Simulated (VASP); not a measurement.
# Cd14InTe16 (a cell with a defect) in VASP: a series of runs

Runs on Cd14InTe16 (a cell with a defect). Level: PBE. Tasks: single point.

Everything below comes from runs of VASP 6.6.1. Logs are shortened: lines on timing, memory, paths and dates and some standing lists are left out, and cuts for length are marked.

### 1 The cell of the first run

The cell holds a defect, 31 atoms: a = 11.462 Å, b = 11.462 Å, c = 11.462 Å, α = 109.47°, β = 109.47°, γ = 109.47°.

### 2 Single point, PBE, collinear spin (atoms taken out, then relaxed in part)

INCAR

```
PREC     = Accurate       # precision mode
ENCUT    = 400            # plane-wave cutoff, eV
EDIFF    = 1E-6           # SCF threshold, eV
ISMEAR   = 0              # smearing method
SIGMA    = 0.01           # smearing width, eV
LREAL    = Auto         
LASPH    = True           # aspherical terms in the spheres
NELM     = 200            # most SCF steps
ALGO     = Normal         # electronic algorithm
ISIF     = 2              # what is computed and relaxed
LWAVE    = False          # write WAVECAR
LCHARG   = False          # write CHGCAR
ISPIN    = 2              # spin polarisation
MAGMOM   = 0 0 0 0 0 0 0 0 0 0 0 0 0 0 0 0.25 0 0 0 0 0 0 0 0 0.25 0 0 0 0.25 0.25 0 # initial moments
LORBIT   = 11             # projections on sites
GGA      = PE             # functional
NBANDS   = 164            # bands
GGA_COMPAT= False        
LUSENCCL = False
```

KPOINTS

```
Automatic mesh
0
Gamma
  2 2 2
  0.5 0.5 0.5
```

POSCAR

```
Cd14InTe16
1.0
   -6.6173732474      6.6173732474      6.6173732474
    6.6173732474     -6.6173732474      6.6173732474
    6.6173732474      6.6173732474     -6.6173732474
Cd In Te
14 1 16
Direct
   -0.0018007850      0.4883685988      0.5012525574
   -0.0011718541      0.7522339714      0.2479403582
    0.2386141450     -0.0051595703      0.7448641698
    0.0034976432      0.0015273945     -0.0089716390
    0.2403998887      0.2500819466      0.4993853648
    0.2523030387      0.4988749861      0.2399928554
    0.4967290367      0.7480144362      0.7458763622
    0.2507868206      0.7423402763      0.0007704621
    0.5069408285      0.0089812239      0.5107615859
    0.5017407348      0.2501403849      0.2547387862
    0.7480072970      0.4912030716      0.7520902065
    0.4937333959      0.5052281929      0.0000557693
    0.7587245607      0.7578937166      0.5084620136
    0.7602186081      0.0120723216      0.2631058146
    0.7465051023      0.2501800105     -0.0084993180
    0.2339170047      0.4824473623     -0.0183129640
    0.2476979117      0.7482732187      0.7489512190
    0.2501851799      0.0004326329      0.4996225091
    0.4986113485      0.2500177157     -0.0005878888
    0.2494324792      0.2501829117      0.2499567014
    0.4997695944      0.4997393962      0.7492193177
    0.4998260816      0.7500971968      0.4972831359
    0.7511423174      0.0028665505      0.0012614005
    0.5011431940     -0.0009508857      0.2526235004
    0.7708897573      0.2500330022      0.7545500685
    0.7521256627      0.5012185232      0.5039344431
   -0.0002511818      0.7502287685     -0.0027267898
    0.7495457381      0.7520064814      0.2506851235
    0.0016196040      0.0178644836      0.7492133940
    0.0020627375      0.2502847620      0.5217037456
   -0.0014137956      0.4974882313      0.2486709334
```

Potentials or basis: VASP PAW PBE potentials, release 64 (Cd, In_d, Te).

Started as:

```bash
cat potpaw_PBE.64/Cd/POTCAR potpaw_PBE.64/In_d/POTCAR potpaw_PBE.64/Te/POTCAR > POTCAR
mpirun -np 1 vasp_std > vasp.out
```

OUTCAR:

```text
PREC = Accurate
   ENCUT = 400
   EDIFF = 1E-6
   ISMEAR = 0
   LREAL = Auto
   LASPH = True
   NELM = 200
   ISIF = 2
   ISPIN = 2
   LORBIT = 11
   GGA = PE

 ion  position               nearest neighbor table
   1  0.998  0.488  0.501-  30 2.83  26 2.88  17 2.90  31 2.93
   2  0.999  0.752  0.248-  28 2.87  27 2.87  18 2.87  31 2.92
   3  0.239  0.995  0.745-  29 2.83  17 2.88  18 2.88  19 2.94
   4  0.003  0.002  0.991-  29 2.83  20 2.88  27 2.89  23 2.94
   5  0.240  0.250  0.499-  30 2.83  20 2.90  21 2.90  18 2.90
   6  0.252  0.499  0.240-  16 2.83  20 2.88  22 2.89  31 2.94
   7  0.497  0.748  0.746-  17 2.87  22 2.87  21 2.87  23 2.92
   8  0.251  0.742  0.001-  16 2.85  27 2.90  17 2.90  24 2.90
   9  0.507  0.009  0.511-  18 2.87  25 2.87  22 2.89  24 2.90
  10  0.502  0.250  0.255-  24 2.87  26 2.87  20 2.87  19 2.91
  11  0.748  0.491  0.752-  21 2.87  25 2.87  27 2.89  26 2.90
  12  0.494  0.505  0.000-  16 2.83  28 2.88  21 2.88  19 2.94
  13  0.759  0.758  0.508-  29 2.85  22 2.90  28 2.90  26 2.90
  14  0.760  0.012  0.263-  30 2.83  24 2.88  28 2.90  23 2.93
  15  0.747  0.250  0.992-  25 2.82  19 2.87  23 2.89  31 2.89
  16  0.234  0.482  0.982-  12 2.83   6 2.83   8 2.85
  17  0.248  0.748  0.749-   7 2.87   3 2.88   1 2.90   8 2.90
  18  0.250  0.000  0.500-   9 2.87   2 2.87   3 2.88   5 2.90
  19  0.499  0.250  0.999-  15 2.87  10 2.91   3 2.94  12 2.94
  20  0.249  0.250  0.250-  10 2.87   6 2.88   4 2.88   5 2.90
  21  0.500  0.500  0.749-  11 2.87   7 2.87  12 2.88   5 2.90
  22  0.500  0.750  0.497-   7 2.87   6 2.89   9 2.89  13 2.90
  23  0.751  0.003  0.001-  15 2.89   7 2.92  14 2.93   4 2.94
  24  0.501  0.999  0.253-  10 2.87  14 2.88   9 2.90   8 2.90
  25  0.771  0.250  0.755-  15 2.82   9 2.87  11 2.87
  26  0.752  0.501  0.504-  10 2.87   1 2.88  11 2.90  13 2.90
  27  1.000  0.750  0.997-   2 2.87  11 2.89   4 2.89   8 2.90
  28  0.750  0.752  0.251-   2 2.87  12 2.88  14 2.90  13 2.90
  29  0.002  0.018  0.749-   3 2.83   4 2.83  13 2.85
  30  0.002  0.250  0.522-   5 2.83   1 2.83  14 2.83
  31  0.999  0.497  0.249-  15 2.89   2 2.92   1 2.93   6 2.94

  LATTYP: Found a body centered cubic cell.
 ALAT       =    13.2347464948

  Lattice vectors:

 A1 = (  -6.6173732474,   6.6173732474,   6.6173732474)
 A2 = (   6.6173732474,  -6.6173732474,   6.6173732474)
 A3 = (   6.6173732474,   6.6173732474,  -6.6173732474)

Analysis of symmetry for initial positions (statically):
=====================================================================
 Subroutine PRICEL returns:
 Original cell was already a primitive cell.

 Routine SETGRP: Setting up the symmetry group for a
 body centered cubic supercell.

 Subroutine GETGRP returns: Found  1 space group operations
 (whereof  1 operations were pure point group operations)
[... 212 lines left out ...]
  free energy    TOTEN  =       -75.95445634 eV

  energy without entropy =      -75.95304120  energy(sigma->0) =      -75.95374877

 E-fermi :   1.6194     XC(G=0):  -8.2048

 val. band max:        1.6192959563   @ k =  -0.2500   0.2500   0.2500
 cond. band min:       1.6194669688   @ k =   0.2500   0.2500  -0.2500
 fundamental gap:      0.0001710126
 Fermi energy:         1.6193750814

 spin component 1

 k-point     1 :       0.2500    0.2500    0.2500
  band No.  band energies     occupation
      1     -12.6123      1.00000
      2     -12.6066      1.00000
      3     -12.5965      1.00000
      4     -12.5273      1.00000
      5     -12.5228      1.00000
      6      -8.9951      1.00000
[... 601 lines left out ...]
    149       4.7482      0.00000
    150       4.8550      0.00000
 Fermi energy:         1.6193750814

 spin component 2

 k-point     1 :       0.2500    0.2500    0.2500
  band No.  band energies     occupation
      1     -12.6121      1.00000
      2     -12.6066      1.00000
      3     -12.5966      1.00000
      4     -12.5276      1.00000
      5     -12.5231      1.00000
      6      -8.9820      1.00000
[... 601 lines left out ...]
    149       4.7597      0.00000
    150       4.8755      0.00000
 [bands above 150 left out]

------------------------ aborting loop because EDIFF is reached ----------------------------------------

  FORCE on cell =-STRESS in cart. coord.  units (eV):
  Direction    XX          YY          ZZ          XY          YZ          ZX
  --------------------------------------------------------------------------------------
  -------------------------------------------------------------------------------------
  Total       -5.7188792     -5.9280270     -5.7088245     -0.4996764      0.5078863     -1.1588855
  in kB       -7.9050500     -8.1941493     -7.8911517     -0.6906890      0.7020373     -1.6018957
  external PRESSURE =      -7.9967837 kB  Pullay stress =       0.0000000 kB

 VOLUME and BASIS-vectors are now :
 -----------------------------------------------------------------------------
  energy-cutoff  :      400.00
  volume of cell :     1159.09
      direct lattice vectors                 reciprocal lattice vectors
    -6.617373247  6.617373247  6.617373247     0.000000000  0.075558682  0.075558682
     6.617373247 -6.617373247  6.617373247     0.075558682  0.000000000  0.075558682
     6.617373247  6.617373247 -6.617373247     0.075558682  0.075558682  0.000000000

 POSITION                                       TOTAL-FORCE (eV/Angst)
 -----------------------------------------------------------------------------------
     -0.05676      6.69071      6.52020        -0.004323     -0.005742      0.007525
      0.00891      3.27252      9.94672        -0.002423     -0.004470      0.001287
      9.93328     -0.07519      3.23319        -0.010630     -0.000021     -0.005020
      6.54497      6.57104     -6.52475         0.000798      0.005437     -0.001403
      3.36869      3.24055     -0.05892        -0.004710     -0.003699      0.003344
      3.21978     -0.04354      3.38270        -0.001140      0.001634      0.002027
[... 23 lines left out ...]
      5.09489      1.80973     -1.78243         0.006541      0.007025     -0.011131
     -1.67040      4.96150      8.25453         0.004462     -0.007552     -0.000596
 -----------------------------------------------------------------------------------
    total drift:                               -0.001435      0.022774      0.014110

  FREE ENERGIE OF THE ION-ELECTRON SYSTEM (eV)
  ---------------------------------------------------
  free  energy   TOTEN  =       -75.9544563435 eV

  energy  without entropy=      -75.9530412021  energy(sigma->0) =      -75.95374877

 total charge

# of ion       s       p       d       tot
------------------------------------------
    1        0.465   0.274   9.527  10.267
    2        0.463   0.276   9.528  10.267
    3        0.465   0.276   9.527  10.269
    4        0.465   0.273   9.527  10.265
    5        0.464   0.275   9.528  10.267
    6        0.465   0.273   9.527  10.266
[... 23 lines left out ...]
   30        1.372   1.979   0.016   3.368
   31        1.361   2.007   0.016   3.384
--------------------------------------------------
tot         29.136  36.531 143.531 209.198

 magnetization (x)

# of ion       s       p       d       tot
------------------------------------------
    1       -0.001   0.002   0.003   0.004
    2       -0.001   0.001   0.001   0.001
    3       -0.001   0.001   0.003   0.003
    4       -0.002   0.002   0.003   0.004
    5       -0.001   0.001   0.002   0.002
    6       -0.002   0.002   0.003   0.004
[... 23 lines left out ...]
   30        0.003   0.078   0.000   0.081
   31        0.000   0.013   0.000   0.014
--------------------------------------------------
tot         -0.002   0.532   0.037   0.567
```

Run time: 2.9 min. Hardware: 1 × NVIDIA H100 80GB with 1 thread of AMD EPYC 7R13 (Zen 3), shared host; peak memory 2.3 GiB.

What came out:

* Free energy: -75.9545 eV
* Pressure: -0.8 GPa
* Largest force: 0.019 eV/Å
* Band gap on the k mesh: zero (filled and empty bands overlap)
* Net moment: 1.00 μB per cell
* Site moments: Cd +0.00, +0.01 (each value once); In -0.00; Te +0.11, +0.02, +0.01, +0.00, +0.03, +0.08 (each value once) μB
* Valence electrons inside the program's atomic spheres: Cd 10.27, 10.26 (each value once); In 11.32; Te 3.36, 3.39, 3.40, 3.38, 3.37 (each value once)

Forces in eV/Å, atoms in the order of the input:
```
Cd  -0.004 -0.006  0.008
Cd  -0.002 -0.004  0.001
Cd  -0.011  0.000 -0.005
Cd   0.001  0.005 -0.001
Cd  -0.005 -0.004  0.003
Cd  -0.001  0.002  0.002
Cd  -0.002 -0.006  0.002
Cd   0.007  0.002  0.006
Cd   0.008  0.000  0.000
Cd   0.002 -0.002 -0.001
Cd  -0.002  0.002 -0.009
Cd   0.004  0.002  0.013
Cd  -0.006  0.001 -0.010
Cd  -0.007 -0.004  0.004
In   0.005 -0.007 -0.004
Te  -0.008 -0.007 -0.013
Te   0.003  0.002  0.008
Te   0.004 -0.001  0.008
Te  -0.007  0.013  0.011
Te  -0.003  0.005 -0.003
Te  -0.003  0.003 -0.004
Te   0.000  0.008 -0.004
Te   0.001 -0.001  0.001
Te   0.003 -0.004 -0.007
Te   0.002  0.006  0.002
Te   0.001 -0.004  0.002
Te   0.005  0.007 -0.001
Te  -0.007  0.000 -0.007
Te   0.011 -0.005  0.009
Te   0.007  0.007 -0.011
Te   0.004 -0.008 -0.001
```

Caveat: the cell differs from its parent crystal (atoms taken out, then relaxed in part); spin-orbit coupling is left out, which moves the levels of the heavy elements.

### 3 Single point, PBE, collinear spin (atoms taken out, then relaxed in part)

INCAR

```
ALGO = Normal
EDIFF = 1E-6
ENCUT = 400
GGA = PE
GGA_COMPAT = False
ISIF = 2
ISMEAR = 0
ISPIN = 2
LASPH = True
LCHARG = False
LORBIT = 11
LREAL = Auto
LUSENCCL = False
LWAVE = False
MAGMOM = 0 0 0 0 0 0 0 0 0 0 0 0 0 0 0 0.75 0 0 0 0 0 0 0 0 0.75 0 0 0 0.75 0.75 0
NBANDS = 164
NELM = 200
PREC = Accurate
SIGMA = 0.01
```

KPOINTS is that of step 2.

POSCAR is that of step 2.

Potentials or basis: VASP PAW PBE potentials, release 64 (Cd, In_d, Te).

Started as:

```bash
cat potpaw_PBE.64/Cd/POTCAR potpaw_PBE.64/In_d/POTCAR potpaw_PBE.64/Te/POTCAR > POTCAR
mpirun -np 1 vasp_std > vasp.out
```

It took 3 min on 1 × NVIDIA H100 80GB with 1 thread of AMD EPYC 7R13 (Zen 3), shared host; peak memory 2.3 GiB.

Results (log left out):

```yaml
Free_energy: -75.9545 eV
Pressure: -0.8 GPa
Largest_force: 0.019 eV/Å
Band_gap_on_the_k_mesh: zero (filled and empty bands overlap)
Net_moment: 1.00 μB per cell
Site_moments: Cd +0.00, +0.01 (each value once); In -0.00; Te +0.11, +0.02, +0.01, +0.00, +0.03, +0.08 (each value once) μB
Valence_electrons_inside_the_program's_atomic_spheres: Cd 10.27, 10.26 (each value once); In 11.32; Te 3.36, 3.39, 3.40, 3.38, 3.37 (each value once)
```

Forces in eV/Å, atoms in the order of the input:
```
Cd  -0.004 -0.006  0.008
Cd  -0.002 -0.004  0.001
Cd  -0.011  0.000 -0.005
Cd   0.001  0.005 -0.001
Cd  -0.005 -0.004  0.003
Cd  -0.001  0.002  0.002
Cd  -0.002 -0.006  0.002
Cd   0.007  0.002  0.006
Cd   0.008  0.000  0.000
Cd   0.002 -0.002 -0.001
Cd  -0.002  0.002 -0.009
Cd   0.004  0.002  0.013
Cd  -0.006  0.001 -0.010
Cd  -0.007 -0.004  0.004
In   0.005 -0.007 -0.004
Te  -0.008 -0.007 -0.013
Te   0.003  0.002  0.008
Te   0.004 -0.001  0.008
Te  -0.007  0.013  0.011
Te  -0.003  0.005 -0.003
Te  -0.003  0.003 -0.004
Te   0.000  0.008 -0.004
Te   0.001 -0.002  0.001
Te   0.003 -0.004 -0.007
Te   0.002  0.006  0.002
Te   0.001 -0.004  0.002
Te   0.005  0.007 -0.001
Te  -0.007  0.000 -0.007
Te   0.011 -0.005  0.009
Te   0.006  0.007 -0.011
Te   0.004 -0.008 -0.001
```

Stress tensor (GPa, compression positive):
```
-0.79 -0.07 -0.16
-0.07 -0.82  0.07
-0.16  0.07 -0.79
```

Levels at points of the mesh, in eV from the Fermi level:
Spin up:
| k point | band 136 | band 137 | band 138 | band 139 | band 140 | band 141 | band 142 | band 143 |
| --- | --- | --- | --- | --- | --- | --- | --- | --- |
| (0.25, 0.25, 0.25) | -0.19 | -0.10 | -0.07 | -0.07 | 1.64 | 2.03 | 2.05 | 2.22 |
Spin down:
```
           k point  band 134  band 135  band 136  band 137  band 138  band 139  band 140  band 141  band 142  band 143
(0.25, 0.25, 0.25)     -0.23     -0.18     -0.16     -0.06      0.04      0.06      1.65      2.05      2.06      2.24
```

Caveat: the cell differs from its parent crystal (atoms taken out, then relaxed in part); spin-orbit coupling is left out, which moves the levels of the heavy elements.

(Part 1 of 2 ends here.)
